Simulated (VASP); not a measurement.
# BP: single point with PBE

BP:

```
B P
1.0
     0.00000    2.26832    2.31368
     2.26832    0.00000    2.31368
     2.26832    2.26832    0.00000
B P
1 1
Direct
  0.00000 0.00000 0.00000
  0.25000 0.25000 0.25000
```

This cell differs from its parent crystal: uniaxial z strain +2.0%.

| Property | Result |
| --- | --- |
| Program | VASP 6.6.1 |
| Task | single point |
| Functional | PBE |
| Potentials or basis | VASP PAW PBE potentials, release 64 (B, P) |
| Cutoff | 520 eV |
| k mesh | 10 × 10 × 10 |
| Occupations | fermi-dirac, width 0.02 eV |
| Spin | no spin polarisation |

```yaml
Pressure: -2.1 GPa
Band_gap_on_the_k_mesh: 1.12 eV, indirect (least direct gap 3.27 eV)
```

Stress tensor (GPa, compression positive):
```
-0.34  0.00  0.00
 0.00 -0.34  0.00
 0.00  0.00 -5.70
```

Levels at points of the mesh, in eV from the valence-band top:
```
           k point  band 1  band 2  band 3  band 4  band 5  band 6  band 7  band 8  band 9
(0.00, 0.00, 0.00)  -15.36   -0.20    0.00    0.00    3.27    3.27    3.38    7.02   11.32
(0.50, 0.00, 0.00)  -12.11   -8.96   -1.93   -1.67    3.55    4.60    4.73   10.00   14.32
(0.50, 0.50, 0.00)  -10.73   -8.67   -3.98   -3.98    1.45    1.79   11.88   11.88   14.79
(0.50, 0.00, 0.50)  -10.54   -8.49   -4.20   -4.16    1.23    1.52   11.67   12.06   14.95
```

Run time: 8.4 s on 1 thread of Intel(R) Xeon(R) 6975P-C (Granite Rapids), with other jobs on the host, peak memory 0.15 GiB.

Caveat: the cell differs from its parent crystal (uniaxial z strain +2.0%). A k mesh can miss the band edges.
